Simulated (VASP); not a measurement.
Write the native input for VASP 6.6.1 that does the following.

```
Task                   : single point
Functional             : PBE
Potentials or basis    : VASP PAW PBE potentials, release 64 (Be, W_sv, N)
Cutoff                 : 600 eV
k mesh                 : 3 × 3 × 3
Occupations            : gaussian, width 0.15 eV
Spin                   : no spin polarisation
Dipole correction      : no
Further INCAR settings : ALGO = Normal; EDIFF = 1e-06; NBANDS = 26
```

The structure of Be2WN3 lies in POSCAR:

```
Be2WN3
1.0
    3.3661025652      0.0000000000      0.0000000000
    0.0000000000      3.3661025652      0.0000000000
    0.0000000000      0.0000000000      4.8879496634
Be W N
2 1 3
Direct
    0.5000000000      0.0000000000      0.1327933143
    0.0000000000      0.5000000000      0.1327933143
    0.0000000000      0.0000000000      0.5882915430
    0.5000000000      0.5000000000      0.2626865229
    0.5000000000      0.0000000000      0.7906675878
    0.0000000000      0.5000000000      0.7906675878
```

The cell was built from a structure type or drawn by symmetry, and may not be a known phase.

These files were run (other wordings do the same):

INCAR

```
SYSTEM = Be2WN3
PREC = Accurate
ENCUT = 600
EDIFF = 1E-6
ISMEAR = 0
SIGMA = 0.15
LREAL = .False.
LASPH = .True.
NELM = 120
ALGO = Normal
ISIF = 2
LWAVE = .False.
LCHARG = .False.
GGA = PE
NBANDS = 26
GGA_COMPAT = .False.
```

KPOINTS

```
regular mesh
0
Gamma
  3 3 3
  0 0 0
```

Potentials or basis: VASP PAW PBE potentials, release 64 (Be, W_sv, N).

Run with:

```console
$ cat potpaw_PBE.64/Be/POTCAR potpaw_PBE.64/W_sv/POTCAR potpaw_PBE.64/N/POTCAR > POTCAR
$ mpirun -np 1 vasp_std > vasp.out
```

It gave:

The pressure is 0.1 GPa. The largest force is 0.149 eV/Å and the band gap on the k mesh is zero (an odd number of electrons rules out a gap without spin polarisation).

Caveat: the k points lie up to 0.62 Å⁻¹ apart, too coarse for converged energies and pressures of a metal; spin-orbit coupling is left out, which moves the levels of the heavy elements.

Run time: 23 s on 1 thread of Intel Xeon 8259CL, with other jobs on the host, peak memory 0.18 GiB.
